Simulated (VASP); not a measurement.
SnO2:

```
Sn O
1.0
     3.23058    0.00000    0.00000
    -1.61529    2.79776    0.00000
     0.00000    0.00000   10.79056
Sn O
2 4
Direct
  0.00000 0.00000 0.50000
  0.00000 0.00000 0.00000
  0.66667 0.33333 0.40586
  0.66667 0.33333 0.09414
  0.33333 0.66667 0.59414
  0.33333 0.66667 0.90586
```

```yaml
Program: VASP 6.6.1
Task: relaxation of cell and atoms
Functional: LDA
Potentials_or_basis: VASP PAW LDA potentials, release 64 (Sn_d, O)
Cutoff: 600 eV
k_mesh: 6 × 6 × 2
Occupations: gaussian, width 0.1 eV
Spin: no spin polarisation
```

At the start: pressure -7.3 GPa; volume 16.25 Å³/atom.

Problem. Where does the relaxation end?

Solution. Over 4 steps the energy falls by 20.8 meV/atom and the volume is 15.54 Å³/atom (-4.4 %); space group P6_3/mmc (No. 194, to 0.05 Å).

Step by step:
```csv
step,energy change (eV),largest force (eV/Å),pressure (GPa),volume (Å³)
1,0.0000,0.6387,-7.27,97.53
2,0.1609,1.1769,13.56,87.47
3,-0.1247,0.0027,-0.24,93.31
4,-0.1248,0.0117,-0.08,93.23
```

Final structure:
```
CELL_PARAMETERS angstrom
3.17425 0.00000 0.00000
-1.58712 2.74898 0.00000
0.00000 0.00000 10.68377
ATOMIC_POSITIONS crystal
Sn 0.00000 0.00000 0.50000
Sn 0.00000 0.00000 0.00000
O 0.66667 0.33333 0.40702
O 0.66667 0.33333 0.09298
O 0.33333 0.66667 0.59298
O 0.33333 0.66667 0.90702
```

Caveat: the relaxation stopped at a loose force limit of 0.05 eV/Å, so its end isn't a converged minimum.
